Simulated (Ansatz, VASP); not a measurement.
Two plane-wave programs on In3Se

```
CELL_PARAMETERS angstrom
4.80376 0.00000 0.00000
0.00000 4.80376 0.00000
0.00000 0.00000 4.80376
ATOMIC_POSITIONS crystal
In 0.00000 0.50000 0.50000
In 0.50000 0.00000 0.50000
In 0.50000 0.50000 0.00000
Se 0.00000 0.00000 0.00000
```

Alike in both runs: task single point; functional PBE; k mesh 10 × 10 × 10; occupations fermi-dirac, width 0.01 eV; no spin polarisation.

|  | VASP | Ansatz |
| --- | --- | --- |
| version | VASP 6.6.1 | Ansatz 0.2.0 |
| potentials or method | VASP PAW PBE potentials, release 64 (In_d, Se), cutoff 520 eV | scalar-relativistic, plane waves, PAW |
| valence electrons in the cell | 45 | 55 |

```tsv
	VASP	Ansatz	Ansatz less VASP
gap on the k mesh at the Fermi level (eV)	none	none	-
pressure (GPa)	-0.3	-0.3	+0.02
```

A gap of «none» marks a metal or a gap that the smearing closes. With one functional, cell and mesh, what is left measures potentials, basis and numerics. VASP's potentials hold 45 valence electrons a cell and Ansatz's 55, so a difference there can come from the potentials and not from the codes.
